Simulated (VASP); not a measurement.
# BaTiO3 (eos) (Pm-3m) in VASP: notebook, part 2 of 2

VASP 6.6.1. The steps go on from the part before.

## 5. Single point, LDA (volume scaled by 1.09)

File INCAR:

```
  ALGO = Normal
  EDIFF = 1E-6
  ENCUT = 600
  GGA_COMPAT = False
  ISIF = 2
  ISMEAR = 0
  LASPH = True
  LCHARG = True
  LELF = True
  LREAL = False
  LVHAR = True
  LWAVE = False
  NBANDS = 28
  NELM = 120
  PREC = Accurate
  SIGMA = 0.02
```

File KPOINTS:

```
k-points
0
Gamma
  8 8 8
```

File POSCAR:

```
BaTiO3
1.0
    4.0491573765      0.0000000000      0.0000000000
    0.0000000000      4.0491573765      0.0000000000
    0.0000000000      0.0000000000      4.0491573765
Ba Ti O
1 1 3
Direct
    0.0000000000      0.0000000000      0.0000000000
    0.5000000000      0.5000000000      0.5000000000
    0.5000000000      0.5000000000      0.0000000000
    0.0000000000      0.5000000000      0.5000000000
    0.5000000000      0.0000000000      0.5000000000
```

Potentials or basis: VASP PAW LDA potentials, release 64 (Ba_sv, Ti_sv, O).

On the command line:

```sh
$ cat potpaw_LDA.64/Ba_sv/POTCAR potpaw_LDA.64/Ti_sv/POTCAR potpaw_LDA.64/O/POTCAR > POTCAR
$ mpirun -np 1 vasp_std > vasp.out
```

OUTCAR:

```text
EDIFF = 1E-6
   ENCUT = 600
   ISIF = 2
   ISMEAR = 0
   LASPH = True
   LREAL = False
   NELM = 120
   PREC = Accurate

 ion  position               nearest neighbor table
   1  0.000  0.000  0.000-   3 2.86   4 2.86   5 2.86   4 2.86   5 2.86   3 2.86   4 2.86   4 2.86
                             3 2.86   5 2.86   5 2.86   3 2.86   2 3.51   2 3.51   2 3.51   2 3.51
   2  0.500  0.500  0.500-   3 2.02   4 2.02   5 2.02   3 2.02   5 2.02   4 2.02   1 3.51   1 3.51
                             1 3.51   1 3.51   1 3.51   1 3.51   1 3.51   1 3.51
   3  0.500  0.500  0.000-   2 2.02   2 2.02   1 2.86   1 2.86   1 2.86   1 2.86
   4  0.000  0.500  0.500-   2 2.02   2 2.02   1 2.86   1 2.86   1 2.86   1 2.86
   5  0.500  0.000  0.500-   2 2.02   2 2.02   1 2.86   1 2.86   1 2.86   1 2.86

  LATTYP: Found a simple cubic cell.
 ALAT       =     4.0491573765

  Lattice vectors:

 A1 = (   4.0491573765,   0.0000000000,   0.0000000000)
 A2 = (   0.0000000000,   4.0491573765,   0.0000000000)
 A3 = (   0.0000000000,   0.0000000000,   4.0491573765)

Analysis of symmetry for initial positions (statically):
=====================================================================
 Subroutine PRICEL returns:
 Original cell was already a primitive cell.

 Routine SETGRP: Setting up the symmetry group for a
 simple cubic supercell.

 Subroutine GETGRP returns: Found 48 space group operations
 (whereof 48 operations were pure point group operations)
 out of a pool of 48 trial point group operations.

The static configuration has the point symmetry O_h .

Analysis of symmetry for dynamics (positions and initial velocities):
=====================================================================
 Subroutine PRICEL returns:
 Original cell was already a primitive cell.

 Routine SETGRP: Setting up the symmetry group for a
 simple cubic supercell.

 Subroutine GETGRP returns: Found 48 space group operations
 (whereof 48 operations were pure point group operations)
 out of a pool of 48 trial point group operations.

The dynamic configuration has the point symmetry O_h .

 Subroutine INISYM returns: Found 48 space group operations
 (whereof 48 operations are pure point group operations),
 and found     1 'primitive' translations

----------------------------------------------------------------------------------------

                                     Primitive cell

  volume of cell :      66.3887

  direct lattice vectors                    reciprocal lattice vectors
     4.049157377  0.000000000  0.000000000     0.246964963  0.000000000  0.000000000
     0.000000000  4.049157377  0.000000000     0.000000000  0.246964963  0.000000000
     0.000000000  0.000000000  4.049157377     0.000000000  0.000000000  0.246964963

  length of vectors
     4.049157377  4.049157377  4.049157377     0.246964963  0.246964963  0.246964963

  position of ions in fractional coordinates (direct lattice)
     0.000000000  0.000000000  0.000000000
     0.500000000  0.500000000  0.500000000
     0.500000000  0.500000000  0.000000000
     0.000000000  0.500000000  0.500000000
     0.500000000  0.000000000  0.500000000

  ion indices of the primitive-cell ions
   primitive index   ion index
                 1           1
                 2           2
                 3           3
                 4           4
                 5           5

[... 23 lines left out ...]

 Found     35 irreducible k-points:

 Following reciprocal coordinates:
            Coordinates               Weight
  0.000000  0.000000  0.000000      1.000000
  0.125000  0.000000  0.000000      6.000000
  0.250000  0.000000  0.000000      6.000000
  0.375000  0.000000  0.000000      6.000000
  0.500000  0.000000  0.000000      3.000000
  0.125000  0.125000  0.000000     12.000000
[... 16 lines left out ...]
  0.375000  0.375000  0.125000     24.000000
  0.500000  0.375000  0.125000     24.000000
 [... further k-points ...]
   k-points           NKPTS =     35   k-points in BZ     NKDIM =     35   number of bands    NBANDS=     28
   number of dos      NEDOS =    301   number of ions     NIONS =      5
   total plane-waves  NPLWV =  32768
   dimension x,y,z NGX =    32 NGY =   32 NGZ =   32
   dimension x,y,z NGXF=    64 NGYF=   64 NGZF=   64
   ions per type =               1   1   3
   NGX,Y,Z   is equivalent  to a cutoff of  13.14, 13.14, 13.14 a.u.
   NGXF,Y,Z  is equivalent  to a cutoff of  26.28, 26.28, 26.28 a.u.
 SYSTEM =  unknown system
   PREC   = accura    normal or accurate (medium, high low for compatibility)
   ISTART =      0    job   : 0-new  1-cont  2-samecut
   ICHARG =      2    charge: 1-file 2-atom 10-const
   ISPIN  =      1    spin polarized calculation?
   LNONCOLLINEAR =      F non collinear calculations
   LSORBIT =      F    spin-orbit coupling
   LASPH  =      T    aspherical Exc in radial PAW
   ENCUT  =  600.0 eV  44.10 Ry    6.64 a.u.   8.09  8.09  8.09*2*pi/ulx,y,z
   NELM   =    120;   NELMIN=  2; NELMDL= -5     # of ELM steps
   EDIFF  = 0.1E-05   stopping-criterion for ELM
   LREAL  =      F    real-space projection
   EDIFFG = 0.1E-04   stopping-criterion for IOM
   NSW    =      0    number of steps for IOM
   IBRION =     -1    ionic relax: 0-MD 1-quasi-New 2-CG
   NFREE  =      0    steps in history (QN), initial steepest desc. (CG)
   ISIF   =      2    stress and relaxation
   ISYM   =      2    0-nonsym 1-usesym 2-fastsym
   POTIM  = 0.5000    time-step for ionic-motion
   TEBEG  =    0.0;   TEEND  =   0.0 temperature during run
   PSTRESS=    0.0 pullay stress
   NELECT =      40.0000    total number of electrons
   NUPDOWN=      -1.0000    fix difference up-down
   EMIN   =  10.00;   EMAX   =-10.00  energy-range for DOS
   EFERMI =   0.00;   METHOD = LEGACY
   ISMEAR =     0;   SIGMA  =   0.02  broadening in eV -4-tet -1-fermi 0-gaus
   EFERMI_NEDOS =   21; number of points for ismear=-14 and -15
   IALGO  =     38    algorithm
   IMIX   =      4    mixing-type and parameters
     AMIX     =   0.40;   BMIX     =  1.00
     AMIX_MAG =   1.60;   BMIX_MAG =  1.00
  volume/ion in A,a.u.               =      13.28        89.60
  Fermi-wavevector in a.u.,A,eV,Ry     =   1.382707  2.612937 26.012689  1.911879
  Thomas-Fermi vector in A             =   2.507373
   LORBIT       =      0    0 simple, 1 ext, 2 COOP (PROOUT), +10 PAW based schemes
   GGA     = CA    functional components
   LHFCALC =     F    Hartree Fock is set to
   AEXX    =    0.0000 exact exchange contribution
   IVDW    =     0    specifies the selected vdW correction
   LEPSILON=     F    determine dielectric tensor
   LRPA    =     F    only Hartree local field effects (RPA)
 non-spin polarized calculation
 Gauss-broadening in eV      SIGMA  =   0.02
  energy-cutoff  :      600.00
  volume of cell :       66.39
 maximum number of plane-waves:      2272
   NGX = 17   NGY = 17   NGZ = 17

 number of electron      40.0000021 magnetization

 Free energy of the ion-electron system (eV)
  ---------------------------------------------------
  ext. energy  EPLUGINS =         0.00000000
  ---------------------------------------------------
  free energy    TOTEN  =       -43.97873519 eV

  energy without entropy =      -43.97873519  energy(sigma->0) =      -43.97873519

 E-fermi :   3.4382     XC(G=0): -11.5604

 val. band max:        3.2516008429   @ k =   0.5000   0.5000   0.5000
 cond. band min:       4.8454845560   @ k =   0.0000   0.0000   0.0000
 fundamental gap:      1.5938837131
 Fermi energy:         3.4382148532

 k-point     1 :       0.0000    0.0000    0.0000
  band No.  band energies     occupation
      1     -52.7733      2.00000
      2     -29.3690      2.00000
      3     -29.3690      2.00000
      4     -29.3690      2.00000
      5     -21.4827      2.00000
      6     -13.2470      2.00000
[... 733 lines left out ...]
     27      11.1846      0.00000
     28      11.9862      0.00000

 [... further k-points ...]
[... 5 lines left out ...]
  --------------------------------------------------------------------------------------
  -------------------------------------------------------------------------------------
  Total       -5.0708994     -5.0708994     -5.0708994      0.0000000     -0.0000000      0.0000000
  in kB     -122.3775076   -122.3775076   -122.3775076      0.0000000     -0.0000000      0.0000000
  external PRESSURE =    -122.3775076 kB  Pullay stress =       0.0000000 kB

 VOLUME and BASIS-vectors are now :
 -----------------------------------------------------------------------------
  energy-cutoff  :      600.00
  volume of cell :       66.39
      direct lattice vectors                 reciprocal lattice vectors
     4.049157377  0.000000000  0.000000000     0.246964963  0.000000000  0.000000000
     0.000000000  4.049157377  0.000000000     0.000000000  0.246964963  0.000000000
     0.000000000  0.000000000  4.049157377     0.000000000  0.000000000  0.246964963

 POSITION                                       TOTAL-FORCE (eV/Angst)
 -----------------------------------------------------------------------------------
      0.00000      0.00000      0.00000         0.000000      0.000000      0.000000
      2.02458      2.02458      2.02458         0.000000      0.000000      0.000000
      2.02458      2.02458      0.00000         0.000000      0.000000      0.000000
      0.00000      2.02458      2.02458         0.000000      0.000000      0.000000
      2.02458      0.00000      2.02458         0.000000      0.000000      0.000000
 -----------------------------------------------------------------------------------
    total drift:                                0.000000     -0.000000     -0.000000

  FREE ENERGIE OF THE ION-ELECTRON SYSTEM (eV)
  ---------------------------------------------------
  free  energy   TOTEN  =       -43.9787351941 eV

  energy  without entropy=      -43.9787351941  energy(sigma->0) =      -43.97873519
```

Wall time 70 s (1 thread of Intel Xeon 8259CL, shared host); peak memory 0.21 GiB.

What came out:

```yaml
Free_energy: -43.9787 eV
Pressure: -12.2 GPa
Band_gap_on_the_k_mesh: 1.59 eV, indirect (least direct gap 1.77 eV)
```

Caveat: the cell differs from its parent crystal (volume scaled by 1.09); spin-orbit coupling is left out, which moves the levels of the heavy elements. A k mesh can miss the band edges.

## 6. Relaxation of cell and atoms, LDA

File INCAR:

```
SYSTEM = BaTiO3
ALGO     = Normal         ! electronic algorithm
EDIFF    = 1E-7           ! SCF threshold, eV
EDIFFG   = -0.002         ! ionic threshold
ENCUT    = 600            ! plane-wave cutoff, eV
GGA      = CA             ! functional
GGA_COMPAT= .False.      
IBRION   = 2              ! ionic algorithm
ISIF     = 3              ! what is computed and relaxed
ISMEAR   = 0              ! smearing method
LASPH    = .True.         ! aspherical terms in the spheres
LCHARG   = .False.        ! write CHGCAR
LREAL    = .False.        ! projectors in reciprocal space
LWAVE    = .False.        ! write WAVECAR
NELM     = 120            ! most SCF steps
NELMIN   = 4            
NSW      = 100            ! ionic steps
PREC     = Accurate       ! precision mode
SIGMA    = 0.02           ! smearing width, eV
```

File KPOINTS:

```
k-points
0
Gamma
  8 8 8
  0 0 0
```

Edit POSCAR of step 5 so:

```diff
@@ -2,5 +2,5 @@
 1.0
-    4.0491573765      0.0000000000      0.0000000000
-    0.0000000000      4.0491573765      0.0000000000
-    0.0000000000      0.0000000000      4.0491573765
+    3.9346753146      0.0000000000      0.0000000000
+    0.0000000000      3.9346753146      0.0000000000
+    0.0000000000      0.0000000000      3.9346753146
 Ba Ti O
```

Potentials or basis: VASP PAW LDA potentials, release 64 (Ba_sv, Ti_sv, O).

On the command line:

```sh
$ cat potpaw_LDA.64/Ba_sv/POTCAR potpaw_LDA.64/Ti_sv/POTCAR potpaw_LDA.64/O/POTCAR > POTCAR
$ mpirun -np 1 vasp_std > vasp.out
```

Run time: 2.7 min. Hardware: 1 thread of Intel Xeon 8259CL, shared host; peak memory 0.21 GiB.

Results (log left out):

| Quantity | Value |
| --- | --- |
| Free energy | -44.1616 eV |
| Relaxed volume | 12.33 Å³/atom |
| Relaxed cell | a = 3.950 Å, b = 3.950 Å, c = 3.950 Å, α = 90.00°, β = 90.00°, γ = 90.00° |
| Space group after relaxing (to 0.05 Å) | Pm-3m (No. 221) |
| Energy gained by relaxing | 1.0 meV/atom |
| Ionic steps | 3 |
| Pressure after relaxing | 0.0 GPa |
| Band gap on the k mesh | 1.73 eV, indirect (least direct gap 1.83 eV) |

Step by step:
| step | energy change (eV) | largest force (eV/Å) | pressure (GPa) | volume (Å³) |
| --- | --- | --- | --- | --- |
| 1 | 0.0000 | 0.0000 | 2.33 | 60.92 |
| 2 | 0.0018 | 0.0000 | -2.58 | 62.49 |
| 3 | -0.0051 | 0.0000 | -0.01 | 61.63 |

Final structure:
```
CELL_PARAMETERS angstrom
3.95010 0.00000 0.00000
0.00000 3.95010 0.00000
0.00000 0.00000 3.95010
ATOMIC_POSITIONS crystal
Ba 0.00000 0.00000 0.00000
Ti 0.50000 0.50000 0.50000
O 0.50000 0.50000 0.00000
O 0.00000 0.50000 0.50000
O 0.50000 0.00000 0.50000
```

Levels at points of the mesh, in eV from the valence-band top:
```
           k point  band 18  band 19  band 20  band 21  band 22  band 23
(0.00, 0.00, 0.00)    -0.10    -0.10    -0.10     1.73     1.73     1.73
(0.50, 0.00, 0.00)    -1.91    -0.72    -0.72     1.91     3.66     3.66
(0.50, 0.50, 0.00)    -0.84    -0.84    -0.10     3.67     3.67     4.09
(0.50, 0.50, 0.50)     0.00     0.00     0.00     4.39     4.39     4.39
```

Caveat: spin-orbit coupling is left out, which moves the levels of the heavy elements.

## 7. Summary

```tsv
task	cell	gap on the mesh (eV)	pressure (GPa)
single point	a = 3.934 Å, 5 atoms	1.75	2.4
single point	a = 3.973 Å, 5 atoms	1.70	-3.3
single point	a = 4.012 Å, 5 atoms	1.65	-8.2
single point	a = 4.049 Å, 5 atoms	1.59	-12.2
relaxation of cell and atoms	relaxed from a = 3.935 Å, 5 atoms	1.73	0.0
```

Alike in all rows: level LDA; potentials or basis VASP PAW LDA potentials, release 64 (Ba_sv, Ti_sv, O); no spin polarisation; k mesh 8 × 8 × 8; cutoff (eV) 600; smearing gaussian 0.02 eV.

Caveats: spin-orbit coupling is left out, which moves the levels of the heavy elements.

Absolute energies hang on the potentials; compare differences alone.
